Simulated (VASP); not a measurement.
A run of VASP 6.6.1 is set up as follows.

Contents of INCAR:

```
SYSTEM = K
  PREC = Accurate
  ENCUT = 600
  EDIFF = 1E-7
  ISMEAR = 0
  SIGMA = 0.1
  LREAL = .False.
  LASPH = .True.
  NELM = 60
  ALGO = Fast
  ISIF = 3
  LWAVE = .False.
  LCHARG = .False.
  GGA = PS
  IBRION = 2
  NSW = 100
  EDIFFG = -0.01
```

File KPOINTS:

```
regular mesh
0
Gamma
  14 14 14
  0 0 0
```

The input POSCAR:

```
K
1.0
    4.3112069062      0.0000000000      0.0000000000
    0.0000000000      4.3112069062      0.0000000000
    0.0000000000      0.0000000000      4.3112069062
K
1
Direct
    0.0000000000      0.0000000000      0.0000000000
```

Potentials or basis: VASP PAW PBE potentials, release 64 (K_sv).

Launch:

```sh
$ cat potpaw_PBE.64/K_sv/POTCAR > POTCAR
$ mpirun -np 1 vasp_std > vasp.out
```

(1) What does it give for the relaxed volume?

(2) Predict the space group after relaxing (to 0.1 Å).

(3) What does it give for the band gap on the k mesh?

(4) Predict the relaxed cell.

Results:

(1) 76.02 Å³/atom.

(2) Pm-3m (No. 221).

(3) zero (an odd number of electrons rules out a gap without spin polarisation).

(4) a = 4.236 Å, b = 4.236 Å, c = 4.236 Å, α = 90.00°, β = 90.00°, γ = 90.00°.

Caveat: the PAW data sets were made with another functional, which shifts forces and pressure a little.
